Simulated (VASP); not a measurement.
# CsPbCl3 (Pm-3m) in VASP: a series of runs

The runs below take CsPbCl3 through single point, relaxation of the atoms, with PBE.

Everything below comes from runs of VASP 6.6.1. Logs are shortened: lines on timing, memory, paths and dates and some standing lists are left out, and cuts for length are marked.

**1. The cell of the first run**

The structure is cubic, space group Pm-3m (No. 221). The conventional cell has a = 5.605 Å, b = 5.605 Å, c = 5.605 Å, α = 90.00°, β = 90.00°, γ = 90.00°. Cs (site symmetry m-3m) has 12 Cl at 3.96 Å and 8 Pb at 4.85 Å within 5.2 Å. Within 3.7 Å of Pb (site symmetry m-3m) lie 6 Cl at 2.80 Å. Cl (site symmetry 4/mmm) has 2 Pb at 2.80 Å within 3.7 Å.

**2. Single point, PBE**

INCAR

```
SYSTEM = CsPbCl3
PREC     = Accurate       ! precision mode
ENCUT    = 520            ! plane-wave cutoff, eV
EDIFF    = 1E-6           ! SCF threshold, eV
ISMEAR   = -1             ! smearing method
SIGMA    = 0.02           ! smearing width, eV
LREAL    = .False.        ! projectors in reciprocal space
LASPH    = .True.         ! aspherical terms in the spheres
NELM     = 80             ! most SCF steps
ALGO     = Normal         ! electronic algorithm
ISIF     = 2              ! what is computed and relaxed
LWAVE    = .False.        ! write WAVECAR
LCHARG   = .False.        ! write CHGCAR
GGA      = PE             ! functional
NBANDS   = 30             ! bands
```

KPOINTS

```
regular mesh
0
Gamma
  5 5 5
  0 0 0
```

POSCAR

```
CsPbCl3
1.0
    5.6050000000      0.0000000000      0.0000000000
    0.0000000000      5.6050000000      0.0000000000
    0.0000000000      0.0000000000      5.6050000000
Cs Pb Cl
1 1 3
Direct
    0.0000000000      0.0000000000      0.0000000000
    0.5000000000      0.5000000000      0.5000000000
    0.5000000000      0.5000000000      0.0000000000
    0.0000000000      0.5000000000      0.5000000000
    0.5000000000      0.0000000000      0.5000000000
```

Potentials or basis: VASP PAW PBE potentials, release 64 (Cs_sv, Pb_d, Cl).

Launch:

```
> cat potpaw_PBE.64/Cs_sv/POTCAR potpaw_PBE.64/Pb_d/POTCAR potpaw_PBE.64/Cl/POTCAR > POTCAR
> mpirun -np 1 vasp_std > vasp.out
```

OUTCAR:

```text
SYSTEM = CsPbCl3
   PREC = Accurate
   ENCUT = 520
   EDIFF = 1E-6
   ISMEAR = -1
   LREAL = .False.
   LASPH = .True.
   NELM = 80
   ISIF = 2
   GGA = PE

 ion  position               nearest neighbor table
   1  0.000  0.000  0.000-
   2  0.500  0.500  0.500-   3 2.80   4 2.80   5 2.80   3 2.80   5 2.80   4 2.80
   3  0.500  0.500  0.000-   2 2.80   2 2.80
   4  0.000  0.500  0.500-   2 2.80   2 2.80
   5  0.500  0.000  0.500-   2 2.80   2 2.80

  LATTYP: Found a simple cubic cell.
 ALAT       =     5.6050000000

  Lattice vectors:

 A1 = (   5.6050000000,   0.0000000000,   0.0000000000)
 A2 = (   0.0000000000,   5.6050000000,   0.0000000000)
 A3 = (   0.0000000000,   0.0000000000,   5.6050000000)

Analysis of symmetry for initial positions (statically):
=====================================================================
 Subroutine PRICEL returns:
 Original cell was already a primitive cell.

 Routine SETGRP: Setting up the symmetry group for a
 simple cubic supercell.

 Subroutine GETGRP returns: Found 48 space group operations
 (whereof 48 operations were pure point group operations)
 out of a pool of 48 trial point group operations.

The static configuration has the point symmetry O_h .

Analysis of symmetry for dynamics (positions and initial velocities):
=====================================================================
 Subroutine PRICEL returns:
 Original cell was already a primitive cell.

 Routine SETGRP: Setting up the symmetry group for a
 simple cubic supercell.

 Subroutine GETGRP returns: Found 48 space group operations
 (whereof 48 operations were pure point group operations)
 out of a pool of 48 trial point group operations.

The dynamic configuration has the point symmetry O_h .

 Subroutine INISYM returns: Found 48 space group operations
 (whereof 48 operations are pure point group operations),
 and found     1 'primitive' translations

----------------------------------------------------------------------------------------

                                     Primitive cell

  volume of cell :     176.0868

  direct lattice vectors                    reciprocal lattice vectors
     5.605000000  0.000000000  0.000000000     0.178412132  0.000000000  0.000000000
[... 73 lines left out ...]
   LSORBIT =      F    spin-orbit coupling
   LASPH  =      T    aspherical Exc in radial PAW
   ENCUT  =  520.0 eV  38.22 Ry    6.18 a.u.  10.42 10.42 10.42*2*pi/ulx,y,z
   NELM   =     80;   NELMIN=  2; NELMDL= -5     # of ELM steps
   EDIFF  = 0.1E-05   stopping-criterion for ELM
   LREAL  =      F    real-space projection
   EDIFFG = 0.1E-04   stopping-criterion for IOM
   NSW    =      0    number of steps for IOM
   IBRION =     -1    ionic relax: 0-MD 1-quasi-New 2-CG
   NFREE  =      0    steps in history (QN), initial steepest desc. (CG)
   ISIF   =      2    stress and relaxation
   ISYM   =      2    0-nonsym 1-usesym 2-fastsym
   POTIM  = 0.5000    time-step for ionic-motion
   TEBEG  =    0.0;   TEEND  =   0.0 temperature during run
   PSTRESS=    0.0 pullay stress
   NELECT =      44.0000    total number of electrons
   NUPDOWN=      -1.0000    fix difference up-down
   EMIN   =  10.00;   EMAX   =-10.00  energy-range for DOS
   EFERMI =   0.00;   METHOD = LEGACY
   ISMEAR =    -1;   SIGMA  =   0.02  broadening in eV -4-tet -1-fermi 0-gaus
   EFERMI_NEDOS =   21; number of points for ismear=-14 and -15
   IALGO  =     38    algorithm
   IMIX   =      4    mixing-type and parameters
     AMIX     =   0.40;   BMIX     =  1.00
     AMIX_MAG =   1.60;   BMIX_MAG =  1.00
  volume/ion in A,a.u.               =      35.22       237.66
  Fermi-wavevector in a.u.,A,eV,Ry     =   1.031138  1.948568 14.466333  1.063245
  Thomas-Fermi vector in A             =   2.165271
   LORBIT       =      0    0 simple, 1 ext, 2 COOP (PROOUT), +10 PAW based schemes
   GGA     = PE    functional components
   LHFCALC =     F    Hartree Fock is set to
   AEXX    =    0.0000 exact exchange contribution
   IVDW    =     0    specifies the selected vdW correction
   LEPSILON=     F    determine dielectric tensor
   LRPA    =     F    only Hartree local field effects (RPA)
 non-spin polarized calculation
  energy-cutoff  :      520.00
  volume of cell :      176.09
 maximum number of plane-waves:      4765
 NGX is ok and might be reduce to    42
   NGX = 21   NGY = 21   NGZ = 21

 number of electron      44.0000004 magnetization

 Free energy of the ion-electron system (eV)
  ---------------------------------------------------
  ext. energy  EPLUGINS =         0.00000000
  ---------------------------------------------------
  free energy    TOTEN  =       -17.50764346 eV

  energy without entropy =      -17.50764346  energy(sigma->0) =      -17.50764346

 E-fermi :   1.7077     XC(G=0):  -7.8210

 val. band max:        1.2033176158   @ k =   0.4000   0.4000   0.4000
 cond. band min:       4.1667499998   @ k =   0.4000   0.4000   0.4000
 fundamental gap:      2.9634323841
 Fermi energy:         1.7077211280

 k-point     1 :       0.0000    0.0000    0.0000
  band No.  band energies     occupation
      1     -19.5682      2.00000
      2     -15.0076      2.00000
      3     -15.0076      2.00000
      4     -14.7600      2.00000
      5     -14.7600      2.00000
      6     -14.7600      2.00000
[... 319 lines left out ...]
     29       7.5015      0.00000
     30       8.3753      0.00000

------------------------ aborting loop because EDIFF is reached ----------------------------------------

  FORCE on cell =-STRESS in cart. coord.  units (eV):
  Direction    XX          YY          ZZ          XY          YZ          ZX
  --------------------------------------------------------------------------------------
  -------------------------------------------------------------------------------------
  Total        1.8524128      1.8524128      1.8524128     -0.0000000      0.0000000     -0.0000000
  in kB       16.8547187     16.8547187     16.8547187     -0.0000000      0.0000000     -0.0000000
  external PRESSURE =      16.8547187 kB  Pullay stress =       0.0000000 kB

 VOLUME and BASIS-vectors are now :
 -----------------------------------------------------------------------------
  energy-cutoff  :      520.00
  volume of cell :      176.09
      direct lattice vectors                 reciprocal lattice vectors
     5.605000000  0.000000000  0.000000000     0.178412132  0.000000000  0.000000000
     0.000000000  5.605000000  0.000000000     0.000000000  0.178412132  0.000000000
     0.000000000  0.000000000  5.605000000     0.000000000  0.000000000  0.178412132

 POSITION                                       TOTAL-FORCE (eV/Angst)
 -----------------------------------------------------------------------------------
      0.00000      0.00000      0.00000         0.000000      0.000000      0.000000
      2.80250      2.80250      2.80250         0.000000      0.000000      0.000000
      2.80250      2.80250      0.00000         0.000000      0.000000      0.000000
      0.00000      2.80250      2.80250         0.000000      0.000000      0.000000
      2.80250      0.00000      2.80250         0.000000      0.000000      0.000000
 -----------------------------------------------------------------------------------
    total drift:                                0.000000     -0.000000     -0.000000

  FREE ENERGIE OF THE ION-ELECTRON SYSTEM (eV)
  ---------------------------------------------------
  free  energy   TOTEN  =       -17.5076434562 eV

  energy  without entropy=      -17.5076434562  energy(sigma->0) =      -17.50764346
```

OSZICAR:

```text
N       E                     dE             d eps       ncg     rms          rms(c)
DAV:   1     0.407760051521E+03    0.40776E+03   -0.19320E+04   600   0.134E+03
DAV:   2     0.324660300173E+02   -0.37529E+03   -0.35679E+03   678   0.311E+02
DAV:   3    -0.163085027256E+02   -0.48775E+02   -0.48182E+02   754   0.121E+02
DAV:   4    -0.182783137959E+02   -0.19698E+01   -0.19614E+01   762   0.303E+01
DAV:   5    -0.183470478393E+02   -0.68734E-01   -0.68705E-01   776   0.499E+00    0.542E+00
DAV:   6    -0.175308760744E+02    0.81617E+00   -0.14660E+00   862   0.129E+01    0.353E+00
DAV:   7    -0.174948079174E+02    0.36068E-01   -0.61039E-01   928   0.456E+00    0.191E+00
DAV:   8    -0.175092980558E+02   -0.14490E-01   -0.80947E-02   848   0.231E+00    0.276E-01
DAV:   9    -0.175070411077E+02    0.22569E-02   -0.18961E-02   922   0.112E+00    0.134E-01
DAV:  10    -0.175075733748E+02   -0.53227E-03   -0.20215E-03   736   0.273E-01    0.517E-02
DAV:  11    -0.175076411553E+02   -0.67780E-04   -0.18191E-04   872   0.107E-01    0.130E-02
DAV:  12    -0.175076434129E+02   -0.22576E-05   -0.23262E-05   780   0.580E-02    0.371E-03
DAV:  13    -0.175076434562E+02   -0.43354E-07   -0.21806E-06   700   0.119E-02
   1 F= -.17507643E+02 E0= -.17507643E+02  d E =-.747980E-12
```

stdout:

```text
POSCAR found type information on POSCAR CsPbCl
 POSCAR found :  3 types and       5 ions
 scaLAPACK will be used
 LDA part: xc-table for (Slater+PW92), standard interpolation
 POSCAR, INCAR and KPOINTS ok, starting setup
 FFT: planning ... GRIDC
 FFT: planning ... GRID_SOFT
 FFT: planning ... GRID
 WAVECAR not read
 entering main loop
```

Wall time 58 s (1 thread of Intel Xeon 8259CL, shared host); peak memory 0.28 GiB.

What came out:

```
Free energy            : -17.5076 eV
Pressure               : 1.7 GPa
Band gap on the k mesh : 2.96 eV
```

Caveat: spin-orbit coupling is left out, which moves the levels of the heavy elements; an odd mesh through Γ misses points on the zone boundary, where band edges can lie.

**3. Relaxation of the atoms, PBE**

INCAR

```
SYSTEM = CsPbCl3
ALGO = Normal
EDIFF = 1E-7
EDIFFG = -0.02
ENCUT = 520
GGA = PE
IBRION = 2
ISIF = 2
ISMEAR = -1
LASPH = .True.
LCHARG = .False.
LREAL = .False.
LWAVE = .False.
NELM = 100
NSW = 80
PREC = Accurate
SIGMA = 0.02
```

KPOINTS

```
k-points
0
Gamma
  5 5 5
  0 0 0
```

POSCAR is that of step 2.

Potentials or basis: VASP PAW PBE potentials, release 64 (Cs_sv, Pb_d, Cl).

Launch:

```
> cat potpaw_PBE.64/Cs_sv/POTCAR potpaw_PBE.64/Pb_d/POTCAR potpaw_PBE.64/Cl/POTCAR > POTCAR
> mpirun -np 1 vasp_std > vasp.out
```

OUTCAR:

```text
SYSTEM = CsPbCl3
   EDIFF = 1E-7
   EDIFFG = -0.02
   ENCUT = 520
   GGA = PE
   IBRION = 2
   ISIF = 2
   ISMEAR = -1
   LASPH = .True.
   LREAL = .False.
   NELM = 100
   NSW = 80
   PREC = Accurate

 ion  position               nearest neighbor table
   1  0.000  0.000  0.000-
   2  0.500  0.500  0.500-   3 2.80   4 2.80   5 2.80   3 2.80   5 2.80   4 2.80
   3  0.500  0.500  0.000-   2 2.80   2 2.80
   4  0.000  0.500  0.500-   2 2.80   2 2.80
   5  0.500  0.000  0.500-   2 2.80   2 2.80
[... 478 lines left out ...]
  -------------------------------------------------------------------------------------
  Total        1.8525490      1.8525490      1.8525490     -0.0000000     -0.0000000     -0.0000000
  in kB       16.8559582     16.8559582     16.8559582     -0.0000000     -0.0000000     -0.0000000
  external PRESSURE =      16.8559582 kB  Pullay stress =       0.0000000 kB

 VOLUME and BASIS-vectors are now :
 -----------------------------------------------------------------------------
  energy-cutoff  :      520.00
  volume of cell :      176.09
      direct lattice vectors                 reciprocal lattice vectors
     5.605000000  0.000000000  0.000000000     0.178412132  0.000000000  0.000000000
     0.000000000  5.605000000  0.000000000     0.000000000  0.178412132  0.000000000
     0.000000000  0.000000000  5.605000000     0.000000000  0.000000000  0.178412132

 POSITION                                       TOTAL-FORCE (eV/Angst)
 -----------------------------------------------------------------------------------
      0.00000      0.00000      0.00000         0.000000      0.000000      0.000000
      2.80250      2.80250      2.80250         0.000000      0.000000      0.000000
      2.80250      2.80250      0.00000         0.000000      0.000000      0.000000
      0.00000      2.80250      2.80250         0.000000      0.000000      0.000000
      2.80250      0.00000      2.80250         0.000000      0.000000      0.000000
 -----------------------------------------------------------------------------------
    total drift:                                0.000000     -0.000000     -0.000000

  FREE ENERGIE OF THE ION-ELECTRON SYSTEM (eV)
  ---------------------------------------------------
  free  energy   TOTEN  =       -17.5076435330 eV

  energy  without entropy=      -17.5076435330  energy(sigma->0) =      -17.50764353

 reached required accuracy - stopping structural energy minimisation
```

OSZICAR:

```text
N       E                     dE             d eps       ncg     rms          rms(c)
DAV:   1     0.431080141666E+03    0.43108E+03   -0.19364E+04   520   0.154E+03
DAV:   2     0.351829961181E+02   -0.39590E+03   -0.38689E+03   640   0.358E+02
DAV:   3    -0.162435220981E+02   -0.51427E+02   -0.51179E+02   624   0.134E+02
DAV:   4    -0.182942399815E+02   -0.20507E+01   -0.20460E+01   696   0.331E+01
DAV:   5    -0.183486278177E+02   -0.54388E-01   -0.54370E-01   698   0.485E+00    0.545E+00
DAV:   6    -0.175302423355E+02    0.81839E+00   -0.18362E+00   736   0.148E+01    0.361E+00
DAV:   7    -0.174946500372E+02    0.35592E-01   -0.67562E-01   780   0.519E+00    0.189E+00
DAV:   8    -0.175083708162E+02   -0.13721E-01   -0.85237E-02   768   0.258E+00    0.275E-01
DAV:   9    -0.175070092628E+02    0.13616E-02   -0.21653E-02   780   0.122E+00    0.131E-01
DAV:  10    -0.175075727804E+02   -0.56352E-03   -0.21064E-03   638   0.312E-01    0.399E-02
DAV:  11    -0.175076398314E+02   -0.67051E-04   -0.16617E-04   762   0.109E-01    0.144E-02
DAV:  12    -0.175076440396E+02   -0.42082E-05   -0.26836E-05   700   0.683E-02    0.867E-03
DAV:  13    -0.175076433256E+02    0.71396E-06   -0.30688E-06   724   0.138E-02    0.220E-03
DAV:  14    -0.175076434668E+02   -0.14116E-06   -0.59915E-07   592   0.724E-03    0.598E-04
DAV:  15    -0.175076435330E+02   -0.66242E-07   -0.45474E-08   438   0.246E-03
   1 F= -.17507644E+02 E0= -.17507644E+02  d E =-.175076E+02
```

It took 67 s on 1 thread of Intel Xeon 8259CL, shared host; peak memory 0.27 GiB.

What came out:

* Free energy: -17.5076 eV
* Pressure after relaxing: 1.7 GPa
* Band gap on the k mesh: 2.96 eV

Final structure:
```
Cs Pb Cl
1.0
     5.60500    0.00000    0.00000
     0.00000    5.60500    0.00000
     0.00000    0.00000    5.60500
Cs Pb Cl
1 1 3
Direct
  0.00000 0.00000 0.00000
  0.50000 0.50000 0.50000
  0.50000 0.50000 0.00000
  0.00000 0.50000 0.50000
  0.50000 0.00000 0.50000
```

Levels at points of the mesh, in eV from the valence-band top:
```
           k point  band 18  band 19  band 20  band 21  band 22  band 23  band 24  band 25  band 26
(0.00, 0.00, 0.00)    -2.05    -2.05    -1.94    -1.94    -1.94     3.94     4.88     4.88     5.80
```

Caveat: the relaxation stopped at its first step, so nothing moved; spin-orbit coupling is left out, which moves the levels of the heavy elements; an odd mesh through Γ misses points on the zone boundary, where band edges can lie.
